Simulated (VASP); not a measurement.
# Al23InN24 (a cell with a defect) in VASP: single point with PBE

Aim: the single point of Al23InN24 (a cell with a defect) with PBE.

All numbers are computed with VASP 6.6.1; they aren't measurements. Logs are shortened: lines on timing, memory, paths and dates and some standing lists are left out, and cuts for length are marked.

**1. The cell of the first run**

The cell holds a defect, 48 atoms: a = 9.339 Å, b = 6.226 Å, c = 9.962 Å, α = 90.00°, β = 90.00°, γ = 120.00°.

**2. Single point, PBE**

Contents of INCAR:

```
SYSTEM = Al23InN24
ALGO     = Normal         ! electronic algorithm
EDIFF    = 1E-6           ! SCF threshold, eV
ENCUT    = 520            ! plane-wave cutoff, eV
GGA      = PE             ! functional
ISIF     = 2              ! what is computed and relaxed
ISMEAR   = -1             ! smearing method
LASPH    = .TRUE.         ! aspherical terms in the spheres
LCHARG   = .FALSE.        ! write CHGCAR
LREAL    = Auto         
LWAVE    = .FALSE.        ! write WAVECAR
NBANDS   = 131            ! bands
NELM     = 100            ! most SCF steps
PREC     = Accurate       ! precision mode
SIGMA    = 0.01           ! smearing width, eV
```

Contents of KPOINTS:

```
k-points
0
G
  3 4 2
  0 0 0
```

Contents of POSCAR:

```
Al23InN24
1.0
    9.3390000000      0.0000000000      0.0000000000
   -3.1130000000      5.3918741640      0.0000000000
    0.0000000000      0.0000000000      9.9620000000
In Al N
1 23 24
Direct
    0.1111111111      0.3333333334      0.0000000000
    0.1111111111      0.3333333334      0.5000000000
    0.1111111111      0.8333333334      0.0000000000
    0.1111111111      0.8333333334      0.5000000000
    0.4444444444      0.3333333334      0.0000000000
    0.4444444444      0.3333333334      0.5000000000
    0.4444444444      0.8333333334      0.0000000000
    0.4444444444      0.8333333334      0.5000000000
    0.7777777778      0.3333333334      0.0000000000
    0.7777777778      0.3333333334      0.5000000000
    0.7777777778      0.8333333334      0.0000000000
    0.7777777778      0.8333333334      0.5000000000
    0.2222222222      0.1666666666      0.2500000000
    0.2222222222      0.1666666666      0.7500000000
    0.2222222222      0.6666666666      0.2500000000
    0.2222222222      0.6666666666      0.7500000000
    0.5555555556      0.1666666666      0.2500000000
    0.5555555556      0.1666666666      0.7500000000
    0.5555555556      0.6666666666      0.2500000000
    0.5555555556      0.6666666666      0.7500000000
    0.8888888889      0.1666666666      0.2500000000
    0.8888888889      0.1666666666      0.7500000000
    0.8888888889      0.6666666666      0.2500000000
    0.8888888889      0.6666666666      0.7500000000
    0.1111111111      0.3333333334      0.1900000000
    0.1111111111      0.3333333334      0.6900000000
    0.1111111111      0.8333333334      0.1900000000
    0.1111111111      0.8333333334      0.6900000000
    0.4444444444      0.3333333334      0.1900000000
    0.4444444444      0.3333333334      0.6900000000
    0.4444444444      0.8333333334      0.1900000000
    0.4444444444      0.8333333334      0.6900000000
    0.7777777778      0.3333333334      0.1900000000
    0.7777777778      0.3333333334      0.6900000000
    0.7777777778      0.8333333334      0.1900000000
    0.7777777778      0.8333333334      0.6900000000
    0.2222222222      0.1666666666      0.4400000000
    0.2222222222      0.1666666666      0.9400000000
    0.2222222222      0.6666666666      0.4400000000
    0.2222222222      0.6666666666      0.9400000000
    0.5555555556      0.1666666666      0.4400000000
    0.5555555556      0.1666666666      0.9400000000
    0.5555555556      0.6666666666      0.4400000000
    0.5555555556      0.6666666666      0.9400000000
    0.8888888889      0.1666666666      0.4400000000
    0.8888888889      0.1666666666      0.9400000000
    0.8888888889      0.6666666666      0.4400000000
    0.8888888889      0.6666666666      0.9400000000
```

Potentials or basis: VASP PAW PBE potentials, release 64 (In_d, Al, N).

Started as:

```console
$ cat potpaw_PBE.64/In_d/POTCAR potpaw_PBE.64/Al/POTCAR potpaw_PBE.64/N/POTCAR > POTCAR
$ mpirun -np 1 vasp_std > vasp.out
```

OUTCAR:

```text
SYSTEM = Al23InN24
   EDIFF = 1E-6
   ENCUT = 520
   GGA = PE
   ISIF = 2
   ISMEAR = -1
   LASPH = .TRUE.
   LREAL = Auto
   NELM = 100
   PREC = Accurate

 ion  position               nearest neighbor table
   1  0.111  0.333  0.000-  25 1.89  40 1.89  46 1.89  38 1.89  15 3.07  16 3.07  21 3.07  22 3.07
                            13 3.07  14 3.07   5 3.11   9 3.11   7 3.11  11 3.11   3 3.11   3 3.11
   2  0.111  0.333  0.500-  26 1.89  39 1.89  45 1.89  37 1.89  15 3.07  16 3.07  21 3.07  22 3.07
                            13 3.07  14 3.07   6 3.11  10 3.11   8 3.11  12 3.11   4 3.11   4 3.11
   3  0.111  0.833  0.000-  27 1.89  38 1.89  48 1.89  40 1.89  13 3.07  14 3.07  23 3.07  24 3.07
                            15 3.07  16 3.07   7 3.11  11 3.11   5 3.11   9 3.11   1 3.11   1 3.11
   4  0.111  0.833  0.500-  28 1.89  37 1.89  47 1.89  39 1.89  13 3.07  14 3.07  23 3.07  24 3.07
                            15 3.07  16 3.07   8 3.11  12 3.11   6 3.11  10 3.11   2 3.11   2 3.11
   5  0.444  0.333  0.000-  29 1.89  44 1.89  38 1.89  42 1.89  19 3.07  20 3.07  13 3.07  14 3.07
                            17 3.07  18 3.07   1 3.11   3 3.11   7 3.11   7 3.11  11 3.11   9 3.11
   6  0.444  0.333  0.500-  30 1.89  43 1.89  37 1.89  41 1.89  19 3.07  20 3.07  13 3.07  14 3.07
                            17 3.07  18 3.07   2 3.11   4 3.11   8 3.11   8 3.11  12 3.11  10 3.11
   7  0.444  0.833  0.000-  31 1.89  42 1.89  40 1.89  44 1.89  17 3.07  18 3.07  15 3.07  16 3.07
                            19 3.07  20 3.07   3 3.11   1 3.11   5 3.11   5 3.11   9 3.11  11 3.11
   8  0.444  0.833  0.500-  32 1.89  41 1.89  39 1.89  43 1.89  17 3.07  18 3.07  15 3.07  16 3.07
                            19 3.07  20 3.07   4 3.11   2 3.11   6 3.11   6 3.11  10 3.11  12 3.11
   9  0.778  0.333  0.000-  33 1.89  48 1.89  42 1.89  46 1.89  23 3.07  24 3.07  17 3.07  18 3.07
[... 53 lines left out ...]
  47  0.889  0.667  0.440-  23 1.89  10 1.89   4 1.89  12 1.89
  48  0.889  0.667  0.940-  24 1.89   9 1.89   3 1.89  11 1.89

  Warning from LATTYP: Monoclinic adjustment (A1->A3, A2->A1, A3->A2)!
  Warning from LATTYP: Got some problem with cell dimensions!
  Tried to take original basis but could not verify dimensions!
  LATTYP: Found a simple monoclinic cell.
 ALAT       =     6.2260000000
 B/A-ratio  =     1.6000642467
 C/A-ratio  =     1.3228756555
 COS(beta)  =    -0.1889822365

  Lattice vectors:

 A1 = (  -3.1130000000,   5.3918741640,   0.0000000000)
 A2 = (   0.0000000000,   0.0000000000,  -9.9620000000)
 A3 = (  -6.2260000000,  -5.3918741640,   0.0000000000)

Analysis of symmetry for initial positions (statically):
=====================================================================
 Subroutine PRICEL returns:
 Original cell was already a primitive cell.

 Routine SETGRP: Setting up the symmetry group for a
 simple monoclinic supercell.

 Subroutine GETGRP returns: Found  1 space group operations
 (whereof  1 operations were pure point group operations)
 out of a pool of  4 trial point group operations.

The static configuration has the point symmetry C_1 .

Analysis of symmetry for dynamics (positions and initial velocities):
=====================================================================
 Subroutine PRICEL returns:
 Original cell was already a primitive cell.

 Routine SETGRP: Setting up the symmetry group for a
 simple monoclinic supercell.

 Subroutine GETGRP returns: Found  1 space group operations
 (whereof  1 operations were pure point group operations)
 out of a pool of  4 trial point group operations.

The dynamic configuration has the point symmetry C_1 .

 Subroutine INISYM returns: Found  1 space group operations
 (whereof  1 operations are pure point group operations),
 and found     1 'primitive' translations

----------------------------------------------------------------------------------------

                                     Primitive cell

  volume of cell :     501.6336

  direct lattice vectors                    reciprocal lattice vectors
     9.339000000  0.000000000  0.000000000     0.107077846  0.061821423  0.000000000
    -3.113000000  5.391874164  0.000000000     0.000000000  0.185464269  0.000000000
     0.000000000  0.000000000  9.962000000     0.000000000  0.000000000  0.100381450

  length of vectors
     9.339000000  6.226000000  9.962000000     0.123642846  0.185464269  0.100381450

  position of ions in fractional coordinates (direct lattice)
     0.111111111  0.333333333  0.000000000
     0.111111111  0.333333333  0.500000000
     0.111111111  0.833333333  0.000000000
     0.111111111  0.833333333  0.500000000
     0.444444444  0.333333333  0.000000000
     0.444444444  0.333333333  0.500000000
[... 119 lines left out ...]

 Following reciprocal coordinates:
            Coordinates               Weight
  0.000000  0.000000  0.000000      1.000000
  0.333333  0.000000  0.000000      2.000000
  0.000000  0.250000  0.000000      2.000000
  0.333333  0.250000  0.000000      2.000000
 -0.333333  0.250000  0.000000      2.000000
  0.000000  0.500000  0.000000      1.000000
  0.333333  0.500000  0.000000      2.000000
  0.000000  0.000000  0.500000      1.000000
  0.333333  0.000000  0.500000      2.000000
  0.000000  0.250000  0.500000      2.000000
  0.333333  0.250000  0.500000      2.000000
 -0.333333  0.250000  0.500000      2.000000
  0.000000  0.500000  0.500000      1.000000
  0.333333  0.500000  0.500000      2.000000
   k-points           NKPTS =     14   k-points in BZ     NKDIM =     14   number of bands    NBANDS=    131
   number of dos      NEDOS =    301   number of ions     NIONS =     48
   total plane-waves  NPLWV = 268800
   dimension x,y,z NGX =    70 NGY =   48 NGZ =   80
   dimension x,y,z NGXF=   140 NGYF=   96 NGZF=  160
   ions per type =               1  23  24
   NGX,Y,Z   is equivalent  to a cutoff of  12.46, 12.82, 13.35 a.u.
   NGXF,Y,Z  is equivalent  to a cutoff of  24.92, 25.63, 26.70 a.u.
 SYSTEM =  Al23InN24
   PREC   = accura    normal or accurate (medium, high low for compatibility)
   ISTART =      0    job   : 0-new  1-cont  2-samecut
   ICHARG =      2    charge: 1-file 2-atom 10-const
   ISPIN  =      1    spin polarized calculation?
   LNONCOLLINEAR =      F non collinear calculations
   LSORBIT =      F    spin-orbit coupling
   LASPH  =      T    aspherical Exc in radial PAW
   ENCUT  =  520.0 eV  38.22 Ry    6.18 a.u.  17.36 11.58 18.52*2*pi/ulx,y,z
   NELM   =    100;   NELMIN=  2; NELMDL= -5     # of ELM steps
   EDIFF  = 0.1E-05   stopping-criterion for ELM
   LREAL  =      T    real-space projection
   EDIFFG = 0.1E-04   stopping-criterion for IOM
   NSW    =      0    number of steps for IOM
   IBRION =     -1    ionic relax: 0-MD 1-quasi-New 2-CG
   NFREE  =      0    steps in history (QN), initial steepest desc. (CG)
   ISIF   =      2    stress and relaxation
   ISYM   =      2    0-nonsym 1-usesym 2-fastsym
   POTIM  = 0.5000    time-step for ionic-motion
   TEBEG  =    0.0;   TEEND  =   0.0 temperature during run
   PSTRESS=    0.0 pullay stress
   NELECT =     202.0000    total number of electrons
   NUPDOWN=      -1.0000    fix difference up-down
   EMIN   =  10.00;   EMAX   =-10.00  energy-range for DOS
   EFERMI =   0.00;   METHOD = LEGACY
   ISMEAR =    -1;   SIGMA  =   0.01  broadening in eV -4-tet -1-fermi 0-gaus
   EFERMI_NEDOS =   21; number of points for ismear=-14 and -15
   IALGO  =     38    algorithm
   IMIX   =      4    mixing-type and parameters
     AMIX     =   0.40;   BMIX     =  1.00
     AMIX_MAG =   1.60;   BMIX_MAG =  1.00
  volume/ion in A,a.u.               =      10.45        70.52
  Fermi-wavevector in a.u.,A,eV,Ry     =   1.208917  2.284521 19.884639  1.461480
  Thomas-Fermi vector in A             =   2.344510
   LORBIT       =      0    0 simple, 1 ext, 2 COOP (PROOUT), +10 PAW based schemes
   GGA     = PE    functional components
   LHFCALC =     F    Hartree Fock is set to
   AEXX    =    0.0000 exact exchange contribution
   IVDW    =     0    specifies the selected vdW correction
   LEPSILON=     F    determine dielectric tensor
   LRPA    =     F    only Hartree local field effects (RPA)
 non-spin polarized calculation
  energy-cutoff  :      520.00
  volume of cell :      501.63
 maximum number of plane-waves:     13526
 NGX is ok and might be reduce to    70
   NGX = 35   NGY = 23   NGZ = 37

 number of electron     201.9999987 magnetization

 Free energy of the ion-electron system (eV)
  ---------------------------------------------------
  ext. energy  EPLUGINS =         0.00000000
  ---------------------------------------------------
  free energy    TOTEN  =      -350.01006721 eV

  energy without entropy =     -350.01006721  energy(sigma->0) =     -350.01006721

 E-fermi :   6.6999     XC(G=0): -10.9885

 val. band max:        6.4598016179   @ k =   0.0000   0.0000   0.0000
 cond. band min:      10.4518372557   @ k =   0.0000   0.0000   0.0000
 fundamental gap:      3.9920356378
 Fermi energy:         6.6999360774

 k-point     1 :       0.0000    0.0000    0.0000
  band No.  band energies     occupation
      1      -8.9280      2.00000
      2      -8.3009      2.00000
      3      -8.1839      2.00000
      4      -8.0484      2.00000
      5      -7.9911      2.00000
      6      -7.7763      2.00000
[... 1613 lines left out ...]
    112      12.6948      0.00000
    113      12.8137      0.00000
 [bands above 113 left out]

------------------------ aborting loop because EDIFF is reached ----------------------------------------

  FORCE on cell =-STRESS in cart. coord.  units (eV):
  Direction    XX          YY          ZZ          XY          YZ          ZX
  --------------------------------------------------------------------------------------
  -------------------------------------------------------------------------------------
  Total       25.6061815     25.5760813     31.3098964      0.0020502      0.0033046      0.0047141
  in kB       81.7840740     81.6879365    100.0012786      0.0065482      0.0105547      0.0150563
  external PRESSURE =      87.8244297 kB  Pullay stress =       0.0000000 kB

 VOLUME and BASIS-vectors are now :
 -----------------------------------------------------------------------------
  energy-cutoff  :      520.00
  volume of cell :      501.63
      direct lattice vectors                 reciprocal lattice vectors
     9.339000000  0.000000000  0.000000000     0.107077846  0.061821423  0.000000000
    -3.113000000  5.391874164  0.000000000     0.000000000  0.185464269  0.000000000
     0.000000000  0.000000000  9.962000000     0.000000000  0.000000000  0.100381450

 POSITION                                       TOTAL-FORCE (eV/Angst)
 -----------------------------------------------------------------------------------
     -0.00000      1.79729      0.00000         0.013501      0.009257     -0.361755
     -0.00000      1.79729      4.98100        -0.001175      0.003280     -0.210942
     -1.55650      4.49323      0.00000         0.252101      0.152188     -0.332492
     -1.55650      4.49323      4.98100         0.008053      0.008046     -0.104622
      3.11300      1.79729      0.00000         0.127640     -0.161434     -0.257600
      3.11300      1.79729      4.98100        -0.009161     -0.004505     -0.107000
[... 40 lines left out ...]
      6.22600      3.59458      4.38328        -0.006592     -0.002208      0.093879
      6.22600      3.59458      9.36428         0.050406      0.037456      0.171642
 -----------------------------------------------------------------------------------
    total drift:                               -0.003770     -0.002606      0.025773

  FREE ENERGIE OF THE ION-ELECTRON SYSTEM (eV)
  ---------------------------------------------------
  free  energy   TOTEN  =      -350.0100672118 eV

  energy  without entropy=     -350.0100672118  energy(sigma->0) =     -350.01006721
```

Run time: 21 min. Hardware: 1 thread of Intel Xeon 6975P-C (Granite Rapids), shared host; peak memory 0.92 GiB.

What came out:

- Free energy: -350.0101 eV
- Pressure: 8.8 GPa
- Largest force: 6.119 eV/Å
- Band gap on the k mesh: 3.99 eV

Forces in eV/Å, atoms in the order of the input:
```
In   0.014  0.009 -0.362
Al  -0.001  0.003 -0.211
Al   0.252  0.152 -0.332
Al   0.008  0.008 -0.105
Al   0.128 -0.161 -0.258
Al  -0.009 -0.005 -0.107
Al  -0.060  0.203 -0.254
Al  -0.009 -0.004 -0.107
Al  -0.151 -0.175 -0.240
Al   0.008 -0.002 -0.111
Al  -0.194 -0.024 -0.222
Al  -0.002  0.007 -0.113
Al  -0.019  0.035  0.139
Al   0.219 -0.126 -0.145
Al   0.022 -0.035  0.139
Al   0.000  0.252 -0.148
Al  -0.009 -0.012 -0.117
Al  -0.012 -0.017 -0.084
Al  -0.015 -0.004 -0.096
Al  -0.001  0.007 -0.142
Al   0.031  0.017  0.142
Al  -0.203 -0.118 -0.169
Al  -0.003 -0.008 -0.074
Al   0.004 -0.004 -0.189
N   -0.006 -0.004  6.119
N   -0.004 -0.003  0.182
N   -0.021 -0.012  0.061
N   -0.040 -0.023  0.081
N   -0.047  0.011  0.107
N    0.003  0.025  0.091
N   -0.018 -0.049  0.105
N    0.021 -0.011  0.093
N    0.053  0.016  0.095
N    0.001  0.024  0.104
N    0.038  0.036  0.085
N    0.019 -0.013  0.117
N    0.030 -0.020  0.149
N    4.806 -2.774 -1.768
N   -0.002  0.037  0.149
N    0.004  5.550 -1.769
N    0.005  0.005  0.095
N    0.041  0.063  0.161
N    0.009  0.003  0.098
N   -0.054 -0.069  0.163
N   -0.035 -0.021  0.157
N   -4.844 -2.805 -1.775
N   -0.007 -0.002  0.094
N    0.050  0.037  0.172
```

Levels at points of the mesh, in eV from the valence-band top:
| k point | band 98 | band 99 | band 100 | band 101 | band 102 | band 103 | band 104 | band 105 |
| --- | --- | --- | --- | --- | --- | --- | --- | --- |
| (0.00, 0.00, 0.00) | -0.45 | -0.11 | -0.01 | 0.00 | 3.99 | 5.15 | 5.24 | 5.64 |
| (0.00, 0.50, 0.00) | -0.56 | -0.53 | -0.29 | -0.26 | 5.17 | 5.18 | 5.86 | 6.07 |
| (0.00, 0.00, 0.50) | -0.42 | -0.42 | -0.13 | -0.04 | 4.86 | 4.91 | 5.02 | 5.05 |
| (0.00, 0.50, 0.50) | -0.69 | -0.61 | -0.31 | -0.26 | 5.66 | 5.74 | 5.75 | 5.81 |

Caveat: spin-orbit coupling is left out, which moves the levels of the heavy elements.
